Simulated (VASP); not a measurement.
Crystal: SiAs5.

```xyz
6
Lattice="5.8324 0.0000 0.0000 -2.9162 5.0510 0.0000 0.0000 0.0000 5.2693" Properties=species:S:1:pos:R:3 pbc="T T T"
Si    0.0000    0.0000    2.6346
As    3.8525    0.0000    0.0000
As   -1.9263    3.3364    0.0000
As    0.9900    1.7147    0.0000
As    0.0000    3.3673    2.6346
As    2.9162    1.6837    2.6346
```

* Program: VASP 6.6.1
* Task: relaxation of cell and atoms
* Functional: PBE
* Potentials or basis: VASP PAW PBE potentials, release 64 (Si, As)
* Cutoff: 600 eV
* k mesh: 3 × 3 × 4
* Occupations: gaussian, width 0.1 eV
* Spin: no spin polarisation

At the start: pressure -12.7 GPa; volume 25.87 Å³/atom.

Question: Where does the relaxation end?

Answer: Over 21 steps the energy falls by 458.0 meV/atom and the volume is 19.53 Å³/atom (-24.5 %); space group P-62m (No. 189, to 0.05 Å).

The path:
```csv
step,energy change (eV),largest force (eV/Å),pressure (GPa),volume (Å³)
1,0.0000,0.0494,-12.69,155.23
2,-2.2113,0.3243,-0.44,113.58
3,-2.2147,0.3457,0.21,112.46
4,-2.4063,0.3702,0.51,111.21
5,-2.3143,0.3891,5.33,107.85
6,-2.4488,0.4738,1.78,109.62
7,-2.4507,0.3934,0.85,110.59
8,-2.4603,0.4259,1.23,110.12
9,-2.4999,0.4691,-0.49,112.55
10,-2.5263,0.6452,-3.32,117.93
11,-2.5384,0.6598,-3.35,118.16
12,-2.5766,0.6896,-3.38,118.87
13,-2.6598,0.6388,-3.09,120.28
14,-2.6711,0.5156,-1.58,123.12
15,-2.7081,0.3075,-2.67,121.50
16,-2.7119,0.1115,-2.41,121.98
17,-2.7310,0.0906,-1.70,120.39
18,-2.7473,0.0517,-0.29,117.54
19,-2.7477,0.0454,-0.04,117.09
20,-2.7477,0.0467,-0.09,117.18
21,-2.7479,0.0349,-0.08,117.20
```

Final structure:
```
Si As
1.0
     5.07295    0.00000    0.00000
    -2.53647    4.39330    0.00000
     0.00000    0.00000    5.25856
Si As
1 5
Direct
  0.00000 0.00000 0.50000
  0.70948 0.00000 0.00000
  0.00000 0.70948 0.00000
  0.29052 0.29052 0.00000
  0.33333 0.66667 0.50000
  0.66667 0.33333 0.50000
```

Caveat: the k points lie up to 0.48 Å⁻¹ apart in the final cell; the volume moved by over 15 % at a fixed basis, so the end points are rough.
